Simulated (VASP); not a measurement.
Wanted: the native input for a VASP 6.6.1 run.

```yaml
Task: single point
Functional: PBEsol
Potentials_or_basis: VASP PAW PBE potentials, release 64 (Au, Sn_d, Pd)
Cutoff: 520 eV
k_mesh: 7 × 7 × 5
Occupations: fermi-dirac, width 0.05 eV
Spin: no spin polarisation
Dipole_correction: no
Further_INCAR_settings: ALGO = Normal; EDIFF = 1e-06; NBANDS = 32
```

The structure of Sn2PdAu lies in POSCAR:

```
Sn2PdAu
1.0
    4.1350771930      0.0000000000      0.0000000000
   -2.0675385964      3.5810818957      0.0000000000
    0.0000000000      0.0000000000      5.6600521244
Au Sn Pd
1 2 1
Direct
    0.0000000000      0.0000000000      0.5000000000
    0.6666666667      0.3333333333      0.7645303700
    0.3333333333      0.6666666667      0.2354696300
    0.0000000000      0.0000000000      0.0000000000
```

This cell differs from its parent crystal: volume scaled by 0.98.

One way to write it, as run:

INCAR

```
SYSTEM = Sn2PdAu
PREC = Accurate
ENCUT = 520
EDIFF = 1E-6
ISMEAR = -1
SIGMA = 0.05
LREAL = .FALSE.
LASPH = .TRUE.
NELM = 60
ALGO = Normal
ISIF = 2
LWAVE = .FALSE.
LCHARG = .FALSE.
GGA = PS
NBANDS = 32
```

KPOINTS

```
regular mesh
0
G
  7 7 5
  0 0 0
```

Potentials or basis: VASP PAW PBE potentials, release 64 (Au, Sn_d, Pd).

Run with:

```sh
$ cat potpaw_PBE.64/Au/POTCAR potpaw_PBE.64/Sn_d/POTCAR potpaw_PBE.64/Pd/POTCAR > POTCAR
$ mpirun -np 1 vasp_std > vasp.out
```

Results of the run:

```
Pressure : -0.3 GPa
```

Caveat: the PAW data sets were made with another functional, which shifts forces and pressure a little.

Wall time 49 s on 1 thread of Intel(R) Xeon(R) Platinum 8488C (Sapphire Rapids), with other jobs on the host, peak memory 0.25 GiB.
